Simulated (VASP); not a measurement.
# Ta6C in VASP: further runs

Runs on Ta6C. Level: PBE. Tasks: single point.

Program: VASP 6.6.1. These are calculated values, not measurements. Logs are shortened: lines on timing, memory, paths and dates and some standing lists are left out, and cuts for length are marked.

## Step 1: The cell of the first run

The cell holds a slab with vacuum, 7 atoms: a = 4.694 Å, b = 4.694 Å, c = 19.988 Å, α = 90.00°, β = 90.00°, γ = 120.00°.

## Step 2: Single point, PBE

Input file INCAR:

```
SYSTEM = Ta6C
  ALGO = Normal
  DIPOL = 0.5 0.5 0.336
  EDIFF = 1E-6
  ENCUT = 520
  GGA = PE
  IDIPOL = 3
  ISIF = 2
  ISMEAR = 0
  LASPH = .True.
  LCHARG = .True.
  LDIPOL = .True.
  LELF = .True.
  LREAL = .False.
  LVACPOTAV = .True.
  LVHAR = .True.
  LWAVE = .False.
  NBANDS = 44
  NELM = 80
  PREC = Accurate
  SIGMA = 0.1
```

Input file KPOINTS:

```
k-points
0
Gamma
  6 6 1
  0 0 0
```

Input file POSCAR:

```
Ta6C
1.0
    4.6937283334      0.0000000000      0.0000000000
   -2.3468641667      4.0648879751      0.0000000000
    0.0000000000      0.0000000000     19.9881921067
Ta C
6 1
Direct
    0.6666666667      0.3333333333      0.2001181487
    0.3333333333      0.6666666667      0.2480516125
    0.0000000000      0.0000000000      0.2959850764
    0.6666666667      0.3333333333      0.3401842440
    0.3333333333      0.6666666667      0.3819724415
    0.0000000000      0.0000000000      0.4246603225
    0.1111111111      0.4444444444      0.4641167118
```

Potentials or basis: VASP PAW PBE potentials, release 64 (Ta_pv, C).

Command:

```
> cat potpaw_PBE.64/Ta_pv/POTCAR potpaw_PBE.64/C/POTCAR > POTCAR
> mpirun -np 1 vasp_std > vasp.out
```

OUTCAR:

```text
SYSTEM = Ta6C
   EDIFF = 1E-6
   ENCUT = 520
   GGA = PE
   ISIF = 2
   ISMEAR = 0
   LASPH = .True.
   LREAL = .False.
   NELM = 80
   PREC = Accurate

 ion  position               nearest neighbor table
   1  0.667  0.333  0.200-   4 2.80   2 2.87   2 2.87   2 2.87   3 3.32   3 3.32   3 3.32
   2  0.333  0.667  0.248-   5 2.68   1 2.87   1 2.87   3 2.87   1 2.87   3 2.87   3 2.87   4 3.28
                             4 3.28   4 3.28
   3  0.000  0.000  0.296-   6 2.57   4 2.85   4 2.85   4 2.85   2 2.87   2 2.87   2 2.87   5 3.21
                             5 3.21   5 3.21   1 3.32   1 3.32   1 3.32
   4  0.667  0.333  0.340-   1 2.80   5 2.84   5 2.84   5 2.84   3 2.85   3 2.85   3 2.85   6 3.19
                             6 3.19   6 3.19   2 3.28   2 3.28   2 3.28
   5  0.333  0.667  0.382-   7 1.95   2 2.68   4 2.84   4 2.84   4 2.84   6 2.84   6 2.84   6 2.84
                             3 3.21   3 3.21   3 3.21
   6  0.000  0.000  0.425-   7 2.04   3 2.57   5 2.84   5 2.84   5 2.84   4 3.19   4 3.19   4 3.19

   7  0.111  0.444  0.464-   5 1.95   6 2.04

  LATTYP: Found a hexagonal cell.
 ALAT       =     4.6937283334
 C/A-ratio  =     4.2584893473

  Lattice vectors:

 A1 = (   4.6937283334,   0.0000000000,   0.0000000000)
 A2 = (  -2.3468641667,   4.0648879751,   0.0000000000)
 A3 = (   0.0000000000,   0.0000000000,  19.9881921067)

Analysis of symmetry for initial positions (statically):
=====================================================================
 Subroutine PRICEL returns:
 Original cell was already a primitive cell.

 Routine SETGRP: Setting up the symmetry group for a
 hexagonal supercell.

 Subroutine GETGRP returns: Found  1 space group operations
 (whereof  1 operations were pure point group operations)
 out of a pool of 24 trial point group operations.

The static configuration has the point symmetry C_1 .

Analysis of symmetry for dynamics (positions and initial velocities):
=====================================================================
 Subroutine PRICEL returns:
 Original cell was already a primitive cell.

 Routine SETGRP: Setting up the symmetry group for a
 hexagonal supercell.

 Subroutine GETGRP returns: Found  1 space group operations
 (whereof  1 operations were pure point group operations)
 out of a pool of 24 trial point group operations.

The dynamic configuration has the point symmetry C_1 .

 Subroutine INISYM returns: Found  1 space group operations
 (whereof  1 operations are pure point group operations),
 and found     1 'primitive' translations
[... 108 lines left out ...]
   POTIM  = 0.5000    time-step for ionic-motion
   TEBEG  =    0.0;   TEEND  =   0.0 temperature during run
   PSTRESS=    0.0 pullay stress
   NELECT =      70.0000    total number of electrons
   NUPDOWN=      -1.0000    fix difference up-down
   EMIN   =  10.00;   EMAX   =-10.00  energy-range for DOS
   EFERMI =   0.00;   METHOD = LEGACY
   ISMEAR =     0;   SIGMA  =   0.10  broadening in eV -4-tet -1-fermi 0-gaus
   EFERMI_NEDOS =   21; number of points for ismear=-14 and -15
   IALGO  =     38    algorithm
   IMIX   =      4    mixing-type and parameters
     AMIX     =   0.40;   BMIX     =  1.00
     AMIX_MAG =   1.60;   BMIX_MAG =  1.00
  volume/ion in A,a.u.               =      54.48       367.65
  Fermi-wavevector in a.u.,A,eV,Ry     =   0.930381  1.758165 11.777323  0.865609
  Thomas-Fermi vector in A             =   2.056763
   LORBIT       =      0    0 simple, 1 ext, 2 COOP (PROOUT), +10 PAW based schemes
   GGA     = PE    functional components
   LHFCALC =     F    Hartree Fock is set to
   AEXX    =    0.0000 exact exchange contribution
   IVDW    =     0    specifies the selected vdW correction
   LEPSILON=     F    determine dielectric tensor
   LRPA    =     F    only Hartree local field effects (RPA)
 non-spin polarized calculation
 Gauss-broadening in eV      SIGMA  =   0.10
  energy-cutoff  :      520.00
  volume of cell :      381.36
 maximum number of plane-waves:     10285
   NGX = 17   NGY = 17   NGZ = 75

 dipolmoment           0.000000      0.000000     -0.000560 electrons x Angstroem

 number of electron      69.9999990 magnetization

 dipolmoment           0.000000      0.000000      0.187009 electrons x Angstroem

 Free energy of the ion-electron system (eV)
  ---------------------------------------------------
  ext. energy  EPLUGINS =         0.00000000
  ---------------------------------------------------
  free energy    TOTEN  =       -72.08586278 eV

  energy without entropy =      -72.04493933  energy(sigma->0) =      -72.06540105

 E-fermi :  -1.2288     XC(G=0):  -4.8636

 val. band max:       -1.2452978782   @ k =   0.5000   0.5000   0.0000
 cond. band min:      -1.2199527446   @ k =   0.0000   0.3333   0.0000
 fundamental gap:      0.0253451336
 Fermi energy:        -1.2287702249

 k-point     1 :       0.0000    0.0000    0.0000
  band No.  band energies     occupation
      1     -35.9626      2.00000
      2     -35.8553      2.00000
      3     -35.7547      2.00000
      4     -35.7158      2.00000
      5     -35.5644      2.00000
      6     -35.5383      2.00000
[... 929 lines left out ...]
     43       0.8605      0.00000
     44       1.0150      0.00000

------------------------ aborting loop because EDIFF is reached ----------------------------------------

  FORCE on cell =-STRESS in cart. coord.  units (eV):
  Direction    XX          YY          ZZ          XY          YZ          ZX
  --------------------------------------------------------------------------------------
  -------------------------------------------------------------------------------------
  Total       -2.0944130     -0.9647098      2.7725829      1.1238577     -1.6837149     -1.6118543
  in kB       -8.7989908     -4.0529123     11.6480994      4.7215205     -7.0735773     -6.7716782
  external PRESSURE =      -0.4012679 kB  Pullay stress =       0.0000000 kB

 VOLUME and BASIS-vectors are now :
 -----------------------------------------------------------------------------
  energy-cutoff  :      520.00
  volume of cell :      381.36
      direct lattice vectors                 reciprocal lattice vectors
     4.693728333  0.000000000  0.000000000     0.213050251  0.123004620  0.000000000
    -2.346864167  4.064887975  0.000000000     0.000000000  0.246009240  0.000000000
     0.000000000  0.000000000 19.988192107     0.000000000  0.000000000  0.050029537

 POSITION                                       TOTAL-FORCE (eV/Angst)
 -----------------------------------------------------------------------------------
      2.34686      1.35496      4.00000         0.159641      0.151559      1.630183
     -0.00000      2.70993      4.95810         0.036065     -0.077598     -0.695883
      0.00000      0.00000      5.91621        -0.153329     -0.060222     -2.393762
      2.34686      1.35496      6.79967        -0.184829      0.131524     -0.413099
     -0.00000      2.70993      7.63494         0.673503      0.824874     -0.869441
      0.00000      0.00000      8.48819         0.609938     -0.328206      2.653336
     -0.52153      1.80662      9.27685        -1.140990     -0.641931      0.088666
 -----------------------------------------------------------------------------------
    total drift:                                0.000041     -0.000042      0.000185

  FREE ENERGIE OF THE ION-ELECTRON SYSTEM (eV)
  ---------------------------------------------------
  free  energy   TOTEN  =       -72.0858627784 eV

  energy  without entropy=      -72.0449393251  energy(sigma->0) =      -72.06540105

 vacuum level on the upper side and lower side of the slab         4.031         2.257
```

stdout:

```text
POSCAR found type information on POSCAR TaC
 POSCAR found :  2 types and       7 ions
 scaLAPACK will be used
 LDA part: xc-table for (Slater+PW92), standard interpolation
 POSCAR, INCAR and KPOINTS ok, starting setup
 FFT: planning ... GRIDC
 FFT: planning ... GRID_SOFT
 FFT: planning ... GRID
 WAVECAR not read
 entering main loop
 -----------------------------------------------------------------------------
|                                                                             |
|           W    W    AA    RRRRR   N    N  II  N    N   GGGG   !!!           |
|           W    W   A  A   R    R  NN   N  II  NN   N  G    G  !!!           |
|           W    W  A    A  R    R  N N  N  II  N N  N  G       !!!           |
|           W WW W  AAAAAA  RRRRR   N  N N  II  N  N N  G  GGG   !            |
|           WW  WW  A    A  R   R   N   NN  II  N   NN  G    G                |
|           W    W  A    A  R    R  N    N  II  N    N   GGGG   !!!           |
|                                                                             |
|     Did not find any points to average over, which means that no vacuum     |
|     field-free region was found. Please increase the size of  your cell     |
|     in the dimension of the dipole correction to obtain accurate            |
|     workfunction values.                                                    |
|                                                                             |
 -----------------------------------------------------------------------------
```

Wall time 23 min (1 thread of Intel Xeon 8259CL, shared host); peak memory 0.63 GiB.

What came out:

```yaml
Free_energy: -72.0859 eV
Largest_force: 2.742 eV/Å
Band_gap_on_the_k_mesh: zero (bands 35 and 36 overlap by 0.18 eV)
```

Forces on the atoms (eV/Å):
```
Ta   0.160  0.152  1.630
Ta   0.036 -0.078 -0.696
Ta  -0.153 -0.060 -2.394
Ta  -0.185  0.132 -0.413
Ta   0.674  0.825 -0.869
Ta   0.610 -0.328  2.653
C   -1.141 -0.642  0.089
```

Levels at points of the mesh, in eV from the Fermi level:
```
           k point  band 31  band 32  band 33  band 34  band 35  band 36  band 37  band 38  band 39  band 40
(0.00, 0.00, 0.00)    -1.34    -1.13    -0.71    -0.53    -0.36    -0.04     0.17     0.23     1.51     1.78
(0.50, 0.00, 0.00)    -1.47    -1.15    -0.65    -0.56     0.02     0.10     0.53     0.78     1.12     1.30
(0.00, 0.50, 0.00)    -1.29    -0.94    -0.76    -0.37    -0.27    -0.10     0.50     0.66     1.11     1.46
(0.50, 0.50, 0.00)    -1.26    -0.95    -0.70    -0.48    -0.20    -0.02     0.56     0.69     1.15     1.63
```

Caveat: spin-orbit coupling is left out, which moves the levels of the heavy elements.

## Step 3: Single point, PBE

Input file INCAR:

```
SYSTEM = Ta6C
PREC = Accurate ; ENCUT = 520
EDIFF = 1E-7 ; ISMEAR = 0
SIGMA = 0.1 ; LREAL = .FALSE.
LASPH = .TRUE. ; NELM = 60
ALGO = Normal ; ISIF = 2
LWAVE = .FALSE. ; LCHARG = .TRUE.
LDIPOL = .TRUE. ; IDIPOL = 3
DIPOL = 0.5 0.5 0.333 ; GGA = PE
LELF = .TRUE. ; LVHAR = .TRUE.
LVACPOTAV = .TRUE. ; NBANDS = 44
```

Input file KPOINTS:

```
regular mesh
0
G
  6 6 1
  0 0 0
```

Changes to POSCAR since step 2:

```diff
@@ -14,2 +14,2 @@
     0.0000000000      0.0000000000      0.4246603225
-    0.1111111111      0.4444444444      0.4641167118
+    0.4444444444      0.1111111111      0.4378552807
```

Potentials or basis: VASP PAW PBE potentials, release 64 (Ta_pv, C).

Command:

```
> cat potpaw_PBE.64/Ta_pv/POTCAR potpaw_PBE.64/C/POTCAR > POTCAR
> mpirun -np 1 vasp_std > vasp.out
```

Wall time 25 min (1 thread of Intel Xeon 8259CL, shared host); peak memory 0.61 GiB.

The run converged. Its results:

| Property | Result |
| --- | --- |
| Free energy | -72.7131 eV |
| Largest force | 3.041 eV/Å |
| Band gap on the k mesh | zero (bands 35 and 36 overlap by 0.15 eV) |

Forces on the atoms (eV/Å):
```
Ta  -0.030 -0.271  1.509
Ta   0.013  0.101 -0.405
Ta  -0.325  0.268 -3.012
Ta   0.004  0.084  0.124
Ta   0.158 -0.509  0.370
Ta  -2.401  0.153  1.374
C    2.581  0.174  0.039
```

Levels at points of the mesh, in eV from the Fermi level:
| k point | band 32 | band 33 | band 34 | band 35 | band 36 | band 37 | band 38 | band 39 |
| --- | --- | --- | --- | --- | --- | --- | --- | --- |
| (0.00, 0.00, 0.00) | -0.82 | -0.63 | -0.48 | -0.34 | 0.11 | 0.17 | 0.43 | 1.08 |
| (0.50, 0.00, 0.00) | -1.08 | -0.90 | -0.44 | -0.21 | -0.05 | 0.58 | 0.99 | 1.25 |
| (0.00, 0.50, 0.00) | -0.99 | -0.73 | -0.61 | -0.12 | 0.22 | 0.52 | 0.70 | 1.03 |
| (0.50, 0.50, 0.00) | -1.08 | -0.70 | -0.30 | -0.14 | -0.09 | 0.43 | 0.93 | 1.03 |

Caveat: spin-orbit coupling is left out, which moves the levels of the heavy elements.
